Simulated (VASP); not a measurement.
# H2CO in VASP: a series of runs

Runs on H2CO. Level: PBE. Tasks: single point.

Program: VASP 6.6.1. These are calculated values, not measurements. Logs are shortened: lines on timing, memory, paths and dates and some standing lists are left out, and cuts for length are marked.

## 1. The cell of the first run

The cell holds a disordered packing, 12 atoms: a = 6.415 Å, b = 6.415 Å, c = 6.415 Å, α = 90.00°, β = 90.00°, γ = 90.00°.

## 2. Single point, PBE

Contents of INCAR:

```
SYSTEM = H2CO
ALGO     = Normal         ! electronic algorithm
EDIFF    = 1E-6           ! SCF threshold, eV
ENCUT    = 1000           ! plane-wave cutoff, eV
GGA      = PE             ! functional
GGA_COMPAT= .FALSE.      
ISIF     = 2              ! what is computed and relaxed
ISMEAR   = -1             ! smearing method
LASPH    = .TRUE.         ! aspherical terms in the spheres
LCHARG   = .TRUE.         ! write CHGCAR
LELF     = .TRUE.         ! ELF
LREAL    = .FALSE.        ! projectors in reciprocal space
LVHAR    = .TRUE.       
LWAVE    = .FALSE.        ! write WAVECAR
NBANDS   = 30             ! bands
NELM     = 120            ! most SCF steps
PREC     = Accurate       ! precision mode
SIGMA    = 0.02           ! smearing width, eV
```

Contents of KPOINTS:

```
k-points
0
G
  1 1 1
  0 0 0
```

Contents of POSCAR:

```
H2CO
1.0
    6.4150690000      0.0000000000      0.0000000000
    0.0000000000      6.4150690000      0.0000000000
    0.0000000000      0.0000000000      6.4150690000
O C H
3 3 6
Direct
    0.7389008598      1.1147658739      0.5753796257
    1.0591468307      0.6365481026      0.7164069475
    0.1351037690      0.8046055311      0.2657336967
    0.5759875693      1.1711175671      0.5755666853
    0.9574020170      0.6805538647      0.8610507541
    0.3078220983      0.8270682669      0.2786408065
    0.1972387203      0.0918774217      0.8094690798
    0.2932782173      0.0884479964      0.8890317470
    0.7303740614      0.2985158850      0.0370066168
    0.6542719961      0.3736358876     -0.0126888737
    0.6521675761      0.5083343609      0.3776109033
    0.7090960362      0.6149115465      0.3703623453
```

Potentials or basis: VASP PAW PBE potentials, release 64 (O_h, C_h, H_h).

Launch:

```console
$ cat potpaw_PBE.64/O_h/POTCAR potpaw_PBE.64/C_h/POTCAR potpaw_PBE.64/H_h/POTCAR > POTCAR
$ mpirun -np 1 vasp_gam > vasp.out
```

OUTCAR:

```text
SYSTEM = H2CO
   EDIFF = 1E-6
   ENCUT = 1000
   GGA = PE
   ISIF = 2
   ISMEAR = -1
   LASPH = .TRUE.
   LREAL = .FALSE.
   NELM = 120
   PREC = Accurate

 ion  position               nearest neighbor table
   1  0.739  0.115  0.575-   4 1.11
   2  0.059  0.637  0.716-   5 1.17
   3  0.135  0.805  0.266-   6 1.12
   4  0.576  0.171  0.576-   1 1.11
   5  0.957  0.681  0.861-   2 1.17
   6  0.308  0.827  0.279-   3 1.12
   7  0.197  0.092  0.809-   8 0.80
   8  0.293  0.088  0.889-   7 0.80
   9  0.730  0.299  0.037-  10 0.76
  10  0.654  0.374  0.987-   9 0.76
  11  0.652  0.508  0.378-  12 0.78
  12  0.709  0.615  0.370-  11 0.78

  LATTYP: Found a simple cubic cell.
 ALAT       =     6.4150690000

  Lattice vectors:

 A1 = (   6.4150690000,   0.0000000000,   0.0000000000)
 A2 = (   0.0000000000,   6.4150690000,   0.0000000000)
 A3 = (   0.0000000000,   0.0000000000,   6.4150690000)

Analysis of symmetry for initial positions (statically):
=====================================================================
 Subroutine PRICEL returns:
 Original cell was already a primitive cell.

 Routine SETGRP: Setting up the symmetry group for a
 simple cubic supercell.

 Subroutine GETGRP returns: Found  1 space group operations
 (whereof  1 operations were pure point group operations)
 out of a pool of 48 trial point group operations.

The static configuration has the point symmetry C_1 .

Analysis of symmetry for dynamics (positions and initial velocities):
=====================================================================
 Subroutine PRICEL returns:
 Original cell was already a primitive cell.

 Routine SETGRP: Setting up the symmetry group for a
 simple cubic supercell.

 Subroutine GETGRP returns: Found  1 space group operations
 (whereof  1 operations were pure point group operations)
 out of a pool of 48 trial point group operations.

The dynamic configuration has the point symmetry C_1 .

 Subroutine INISYM returns: Found  1 space group operations
[... 94 lines left out ...]
   LREAL  =      F    real-space projection
   EDIFFG = 0.1E-04   stopping-criterion for IOM
   NSW    =      0    number of steps for IOM
   IBRION =     -1    ionic relax: 0-MD 1-quasi-New 2-CG
   NFREE  =      0    steps in history (QN), initial steepest desc. (CG)
   ISIF   =      2    stress and relaxation
   ISYM   =      2    0-nonsym 1-usesym 2-fastsym
   POTIM  = 0.5000    time-step for ionic-motion
   TEBEG  =    0.0;   TEEND  =   0.0 temperature during run
   PSTRESS=    0.0 pullay stress
   NELECT =      36.0000    total number of electrons
   NUPDOWN=      -1.0000    fix difference up-down
   EMIN   =  10.00;   EMAX   =-10.00  energy-range for DOS
   EFERMI =   0.00;   METHOD = LEGACY
   ISMEAR =    -1;   SIGMA  =   0.02  broadening in eV -4-tet -1-fermi 0-gaus
   EFERMI_NEDOS =   21; number of points for ismear=-14 and -15
   IALGO  =     38    algorithm
   IMIX   =      4    mixing-type and parameters
     AMIX     =   0.40;   BMIX     =  1.00
     AMIX_MAG =   1.60;   BMIX_MAG =  1.00
  volume/ion in A,a.u.               =      22.00       148.46
  Fermi-wavevector in a.u.,A,eV,Ry     =   0.842638  1.592355  9.660663  0.710039
  Thomas-Fermi vector in A             =   1.957377
   LORBIT       =      0    0 simple, 1 ext, 2 COOP (PROOUT), +10 PAW based schemes
   GGA     = PE    functional components
   LHFCALC =     F    Hartree Fock is set to
   AEXX    =    0.0000 exact exchange contribution
   IVDW    =     0    specifies the selected vdW correction
   LEPSILON=     F    determine dielectric tensor
   LRPA    =     F    only Hartree local field effects (RPA)
 non-spin polarized calculation
  energy-cutoff  :     1000.00
  volume of cell :      264.00
 maximum number of plane-waves:      9475
 NGX is ok and might be reduce to    70
   NGX = 33   NGY = 33   NGZ = 33

 number of electron      36.0000000 magnetization

 Free energy of the ion-electron system (eV)
  ---------------------------------------------------
  ext. energy  EPLUGINS =         0.00000000
  ---------------------------------------------------
  free energy    TOTEN  =       -64.85780271 eV

  energy without entropy =      -64.85780271  energy(sigma->0) =      -64.85780271

 E-fermi :  -5.7911     XC(G=0):  -5.2394

 val. band max:       -6.3162488535   @ k =   0.0000   0.0000   0.0000
 cond. band min:      -0.1187299135   @ k =   0.0000   0.0000   0.0000
 fundamental gap:      6.1975189401
 Fermi energy:        -5.7911010310

 k-point     1 :       0.0000    0.0000    0.0000
  band No.  band energies     occupation
      1     -27.2873      2.00000
      2     -27.0621      2.00000
      3     -26.3665      2.00000
      4     -11.8119      2.00000
      5     -11.7591      2.00000
      6     -11.6903      2.00000
[... 22 lines left out ...]
     29       4.3833      0.00000
     30       4.8550      0.00000

------------------------ aborting loop because EDIFF is reached ----------------------------------------

  FORCE on cell =-STRESS in cart. coord.  units (eV):
  Direction    XX          YY          ZZ          XY          YZ          ZX
  --------------------------------------------------------------------------------------
  -------------------------------------------------------------------------------------
  Total        4.3311800      0.4349279     -1.7230413     -0.5508854     -0.6842949      1.1270550
  in kB       26.2852927      2.6395135    -10.4568835     -3.3432426     -4.1528847      6.8399307
  external PRESSURE =       6.1559742 kB  Pullay stress =       0.0000000 kB

 VOLUME and BASIS-vectors are now :
 -----------------------------------------------------------------------------
  energy-cutoff  :     1000.00
  volume of cell :      264.00
      direct lattice vectors                 reciprocal lattice vectors
     6.415069000  0.000000000  0.000000000     0.155882969  0.000000000  0.000000000
     0.000000000  6.415069000  0.000000000     0.000000000  0.155882969  0.000000000
     0.000000000  0.000000000  6.415069000     0.000000000  0.000000000  0.155882969

 POSITION                                       TOTAL-FORCE (eV/Angst)
 -----------------------------------------------------------------------------------
      4.74010      0.73623      3.69110         3.662603     -1.338495      0.018244
      0.37943      4.08350      4.59580        -1.837918      0.747092      2.686157
      0.86670      5.16160      1.70470        -1.727198     -0.219073     -0.034534
      3.69500      1.09773      3.69230        -3.556695      1.299305     -0.155779
      6.14180      4.36580      5.52370         1.815892     -0.795445     -2.804814
      1.97470      5.30570      1.78750         1.753347      0.337853      0.116681
      1.26530      0.58940      5.19280         1.149544     -0.031206      1.031057
      1.88140      0.56740      5.70320        -1.254205      0.039100     -0.925613
      4.68540      1.91500      0.23740        -0.191145      0.124287     -0.110350
      4.19720      2.39690      6.33367         0.158404     -0.198212      0.134871
      4.18370      3.26100      2.42240         0.441383      0.823264     -0.021152
      4.54890      3.94470      2.37590        -0.414013     -0.788470      0.065232
 -----------------------------------------------------------------------------------
    total drift:                                0.000182      0.000243     -0.000720

  FREE ENERGIE OF THE ION-ELECTRON SYSTEM (eV)
  ---------------------------------------------------
  free  energy   TOTEN  =       -64.8578027073 eV

  energy  without entropy=      -64.8578027073  energy(sigma->0) =      -64.85780271
```

OSZICAR:

```text
N       E                     dE             d eps       ncg     rms          rms(c)
DAV:   1     0.437221079698E+03    0.43722E+03   -0.22127E+04    60   0.165E+03
DAV:   2     0.390754698193E+02   -0.39815E+03   -0.37052E+03    96   0.269E+02
DAV:   3    -0.642584683506E+02   -0.10333E+03   -0.10169E+03    72   0.152E+02
DAV:   4    -0.691226573730E+02   -0.48642E+01   -0.48230E+01    90   0.381E+01
DAV:   5    -0.691836663406E+02   -0.61009E-01   -0.60927E-01    72   0.396E+00    0.135E+01
DAV:   6    -0.659429032364E+02    0.32408E+01   -0.51561E+00    68   0.136E+01    0.695E+00
DAV:   7    -0.650808174127E+02    0.86209E+00   -0.81730E-01    72   0.674E+00    0.330E+00
DAV:   8    -0.648566612417E+02    0.22416E+00   -0.74520E-01    68   0.432E+00    0.659E-01
DAV:   9    -0.648574369020E+02   -0.77566E-03   -0.49813E-02    80   0.144E+00    0.384E-01
DAV:  10    -0.648576992092E+02   -0.26231E-03   -0.51389E-03    68   0.507E-01    0.146E-01
DAV:  11    -0.648579602792E+02   -0.26107E-03   -0.17069E-03    60   0.270E-01    0.909E-02
DAV:  12    -0.648578437824E+02    0.11650E-03   -0.30798E-04    60   0.137E-01    0.196E-02
DAV:  13    -0.648578216841E+02    0.22098E-04   -0.64246E-05    80   0.547E-02    0.124E-02
DAV:  14    -0.648578040999E+02    0.17584E-04   -0.13586E-05    60   0.261E-02    0.426E-03
DAV:  15    -0.648578027224E+02    0.13775E-05   -0.34183E-06    60   0.118E-02    0.141E-03
DAV:  16    -0.648578027073E+02    0.15089E-07   -0.51468E-07    48   0.480E-03
   1 F= -.64857803E+02 E0= -.64857803E+02  d E =-.430855E-11
```

Wall time 53 s (1 thread of Intel Xeon Platinum 8375C at 2.90GHz (Ice Lake), shared host); peak memory 0.66 GiB.

Results:

- Free energy: -64.8578 eV
- Pressure: 0.6 GPa
- Largest force: 3.900 eV/Å

Forces in eV/Å, atoms in the order of the input:
```
O    3.663 -1.338  0.018
O   -1.838  0.747  2.686
O   -1.727 -0.219 -0.035
C   -3.557  1.299 -0.156
C    1.816 -0.795 -2.805
C    1.753  0.338  0.117
H    1.150 -0.031  1.031
H   -1.254  0.039 -0.926
H   -0.191  0.124 -0.110
H    0.158 -0.198  0.135
H    0.441  0.823 -0.021
H   -0.414 -0.788  0.065
```

Caveat: the k points lie up to 0.98 Å⁻¹ apart, too coarse for converged energies, forces and pressures.

## 3. Single point, PBE

Contents of INCAR:

```
ALGO = Normal
EDIFF = 1E-6
ENCUT = 1000
GGA = PE
GGA_COMPAT = F
ISIF = 2
ISMEAR = -1
LASPH = T
LCHARG = F
LREAL = F
LWAVE = F
NBANDS = 30
NELM = 120
PREC = Accurate
SIGMA = 0.02
```

Contents of KPOINTS:

```
k-points
0
Gamma
  1 1 1
```

Contents of POSCAR:

```
H2CO
1.0
    6.4150690000      0.0000000000      0.0000000000
    0.0000000000      6.4150690000      0.0000000000
    0.0000000000      0.0000000000      6.4150690000
O C H
3 3 6
Direct
    0.8207861833      1.1620140017      0.5799469967
    1.0385546905      0.5818175923      0.7698124525
    0.2067787580      0.6998209996      0.1581432717
    0.6829700507      1.1406424467      0.4766745299
    0.8826717218      0.6326822050      0.8375591907
    0.1632250565      0.8017840494      0.3030209028
    0.2913296802      0.0889312336      0.8947058870
    0.2617275044      0.1928895854      0.9468487401
    0.8572160331      0.0904588867     -0.0873256391
    0.8469589337      0.1459532236      0.0159312394
    0.6674596953      0.6276783617      0.5443121500
    0.6391513482      0.5986373646      0.4275558065
```

Potentials or basis: VASP PAW PBE potentials, release 64 (O_h, C_h, H_h).

Launch:

```console
$ cat potpaw_PBE.64/O_h/POTCAR potpaw_PBE.64/C_h/POTCAR potpaw_PBE.64/H_h/POTCAR > POTCAR
$ mpirun -np 1 vasp_gam > vasp.out
```

Wall time 56 s (1 thread of Intel Xeon Platinum 8375C at 2.90GHz (Ice Lake), shared host); peak memory 0.64 GiB.

It converged, with:

| Quantity | Value |
| --- | --- |
| Free energy | -64.8363 eV |
| Pressure | 0.1 GPa |
| Largest force | 3.605 eV/Å |

Forces in eV/Å, atoms in the order of the input:
```
O    2.326  0.351  1.453
O   -0.257  0.053  0.041
O   -0.707  1.965  2.938
C   -2.388 -0.388 -1.764
C    0.284 -0.095 -0.120
C    0.841 -1.936 -2.733
H   -0.138  0.613  0.284
H    0.213 -0.585 -0.316
H   -0.033  0.139  0.404
H   -0.011 -0.151 -0.072
H   -0.403 -0.305 -1.339
H    0.271  0.339  1.225
```

Stress tensor (GPa, compression positive):
```
 1.47  0.64  1.73
 0.64 -0.53 -1.25
 1.73 -1.25 -0.68
```

Levels at points of the mesh, in eV from the Fermi level:
```
           k point  band 16  band 17  band 18  band 19  band 20  band 21
(0.00, 0.00, 0.00)    -0.96    -0.82    -0.58     5.66     5.71     5.80
```

Caveat: the k points lie up to 0.98 Å⁻¹ apart, too coarse for converged energies, forces and pressures.
